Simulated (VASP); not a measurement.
A run of VASP 6.6.1 is set up as follows.

The input INCAR:

```
SYSTEM = TiB2
ALGO = Normal ; DIPOL = 0.5 0.5 0.500
EDIFF = 1E-6 ; ENCUT = 520
GGA = PE ; IDIPOL = 3
ISIF = 2 ; ISMEAR = 0
LASPH = .True. ; LCHARG = .True.
LDIPOL = .True. ; LELF = .True.
LREAL = Auto ; LVACPOTAV = .True.
LVHAR = .True. ; LWAVE = .False.
NBANDS = 132 ; NELM = 100
PREC = Accurate ; SIGMA = 0.1
```

The input KPOINTS:

```
k-points
0
Gamma
  3 3 1
  0 0 0
```

POSCAR

```
TiB2
1.0
    6.0636097067      0.0000000000      0.0000000000
    0.0000000000      6.4484590508      0.0000000000
    0.0000000000      0.0000000000     23.0016533929
B Ti
24 12
Direct
    0.5000000000      0.2500000000      0.3478010847
    0.5000000000      0.7500000000      0.3478010847
    0.0000000000      0.2500000000      0.3478010847
    0.0000000000      0.7500000000      0.3478010847
    0.5000000000      0.2500000000      0.4239005424
    0.5000000000      0.7500000000      0.4239005424
    0.0000000000      0.2500000000      0.4239005424
    0.0000000000      0.7500000000      0.4239005424
    0.7500000000      0.2500000000      0.4619502712
    0.7500000000      0.7500000000      0.4619502712
    0.2500000000      0.2500000000      0.4619502712
    0.2500000000      0.7500000000      0.4619502712
    0.7500000000      0.2500000000      0.5385790552
    0.7500000000      0.7500000000      0.5385790552
    0.2500000000      0.2500000000      0.5385790552
    0.2500000000      0.7500000000      0.5385790552
    0.0000000000      0.2500000000      0.5763146277
    0.0000000000      0.7500000000      0.5763146277
    0.5000000000      0.2500000000      0.5763146277
    0.5000000000      0.7500000000      0.5763146277
    0.0000000000      0.2500000000      0.6494985110
    0.0000000000      0.7500000000      0.6494985110
    0.5000000000      0.2500000000      0.6494985110
    0.5000000000      0.7500000000      0.6494985110
    0.2500000000      0.0000000000      0.3858508135
    0.2500000000      0.5000000000      0.3858508135
    0.7500000000      0.0000000000      0.3858508135
    0.7500000000      0.5000000000      0.3858508135
    0.5000000000      0.0000000000      0.5004391179
    0.5000000000      0.5000000000      0.5004391179
    0.0000000000      0.0000000000      0.5004391179
    0.0000000000      0.5000000000      0.5004391179
    0.7500000000      0.0000000000      0.6180768357
    0.7500000000      0.5000000000      0.6180768357
    0.2500000000      0.0000000000      0.6180768357
    0.2500000000      0.5000000000      0.6180768357
```

Potentials or basis: VASP PAW PBE potentials, release 64 (B, Ti_sv).

Command:

```bash
$ cat potpaw_PBE.64/B/POTCAR potpaw_PBE.64/Ti_sv/POTCAR > POTCAR
$ mpirun -np 1 vasp_std > vasp.out
```

**Question.** What does it give for the largest force?

**Answer.** 1.183 eV/Å.

**Question.** Predict the band gap on the k mesh.

**Answer.** Zero (band 108 reaches 0.24 eV, above the bottom of band 109 at -0.47 eV).

Forces on the atoms (eV/Å):
```
B    0.000  0.000  1.183
B    0.000  0.000  1.183
B    0.000  0.000  1.183
B    0.000  0.000  1.183
B    0.000  0.000 -0.272
B    0.000  0.000 -0.272
B    0.000  0.000 -0.272
B    0.000  0.000 -0.272
B    0.000  0.000  0.150
B    0.000  0.000  0.150
B    0.000  0.000  0.150
B    0.000  0.000  0.150
B    0.000  0.000  0.007
B    0.000  0.000  0.007
B    0.000  0.000  0.007
B    0.000  0.000  0.007
B    0.000  0.000 -0.007
B    0.000  0.000 -0.007
B    0.000  0.000 -0.007
B    0.000  0.000 -0.007
B    0.000  0.000  0.007
B    0.000  0.000  0.007
B    0.000  0.000  0.007
B    0.000  0.000  0.007
Ti   0.000  0.000 -1.072
Ti   0.000  0.000 -1.072
Ti   0.000  0.000 -1.072
Ti   0.000  0.000 -1.072
Ti   0.000  0.000  0.003
Ti   0.000  0.000  0.003
Ti   0.000  0.000  0.003
Ti   0.000  0.000  0.003
Ti   0.000  0.000  0.001
Ti   0.000  0.000  0.001
Ti   0.000  0.000  0.001
Ti   0.000  0.000  0.001
```
